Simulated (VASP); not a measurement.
A run of VASP 6.6.1 is set up as follows.

INCAR

```
SYSTEM = LiCl
ALGO = Normal
EDIFF = 1E-6
ENCUT = 520
GGA = PE
ISIF = 2
ISMEAR = 0
LASPH = .True.
LCHARG = .False.
LREAL = .False.
LWAVE = .False.
NBANDS = 12
NELM = 80
PREC = Accurate
SIGMA = 0.01
```

The input KPOINTS:

```
k-points
0
Gamma
  6 6 6
  0 0 0
```

The input POSCAR:

```
LiCl
1.0
    0.0255603699      2.5560369889      2.5560369889
    2.5560369889      0.0255603699      2.5560369889
    2.5815973587      2.5815973587     -0.0000000001
Li Cl
1 1
Direct
    0.0000000000      0.0000000000      0.0000000000
    0.5000000000      0.5000000000      0.5000000000
```

Potentials or basis: VASP PAW PBE potentials, release 64 (Li_sv, Cl).

Command:

```bash
$ cat potpaw_PBE.64/Li_sv/POTCAR potpaw_PBE.64/Cl/POTCAR > POTCAR
$ mpirun -np 1 vasp_std > vasp.out
```

Task: Predict the band gap on the k mesh.

Result: 6.34 eV.

Caveat: the cell differs from its parent crystal (shear xy strain +2.0%). A k mesh can miss the band edges.
